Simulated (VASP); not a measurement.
Crystal: GaSb2Te2.

```
CELL_PARAMETERS angstrom
4.64635 0.00000 0.00000
-2.32317 4.02385 0.00000
0.00000 0.00000 9.38941
ATOMIC_POSITIONS crystal
Ga 0.00000 0.00000 0.50000
Sb 0.33333 0.66667 0.50000
Sb 0.66667 0.33333 0.50000
Te 0.33333 0.66667 0.00000
Te 0.66667 0.33333 0.00000
```

* Program: VASP 6.6.1
* Task: relaxation of cell and atoms
* Functional: PBE
* Potentials or basis: VASP PAW PBE potentials, release 64 (Ga_d, Sb, Te)
* Cutoff: 600 eV
* k mesh: 6 × 6 × 2
* Occupations: gaussian, width 0.1 eV
* Spin: no spin polarisation

At the start: pressure 17.4 GPa; volume 35.11 Å³/atom.

Q: Where does the relaxation end?

A: Over 19 steps the energy falls by 848.8 meV/atom and the volume is 33.30 Å³/atom (-5.1 %); space group P6/mmm (No. 191, to 0.05 Å).

The path:
```csv
step,energy change (eV),largest force (eV/Å),pressure (GPa),volume (Å³)
1,0.0000,0.0000,17.43,175.55
2,-1.5129,0.0000,-4.65,285.73
3,-3.0929,0.0000,-0.39,226.56
4,-3.0934,0.0000,-0.23,225.48
5,-3.1043,0.0000,-0.24,223.38
6,-3.1420,0.0000,-0.29,217.09
7,-3.2428,0.0000,-0.35,204.47
8,-3.6710,0.0000,0.13,179.14
9,-0.7240,0.0000,20.72,128.05
10,-3.8757,0.0000,0.54,172.79
11,-3.9722,0.0000,4.74,150.47
12,-4.1482,0.0000,1.61,162.80
13,-4.1730,0.0000,2.41,158.35
14,-4.1740,0.0000,2.14,159.70
15,-4.2275,0.0000,1.03,163.07
16,-4.2435,0.0000,-0.04,166.93
17,-4.2439,0.0000,0.07,166.47
18,-4.2438,0.0000,0.11,166.34
19,-4.2440,0.0000,0.07,166.51
```

Final structure:
```
Ga Sb Te
1.0
     5.40402    0.00000    0.00000
    -2.70201    4.68002    0.00000
     0.00000    0.00000    6.58382
Ga Sb Te
1 2 2
Direct
  0.00000 0.00000 0.50000
  0.33333 0.66667 0.50000
  0.66667 0.33333 0.50000
  0.33333 0.66667 0.00000
  0.66667 0.33333 0.00000
```

Caveat: this functional lacks dispersion, which binds the layers, so the pressure and a relaxed spacing across them are unreliable.
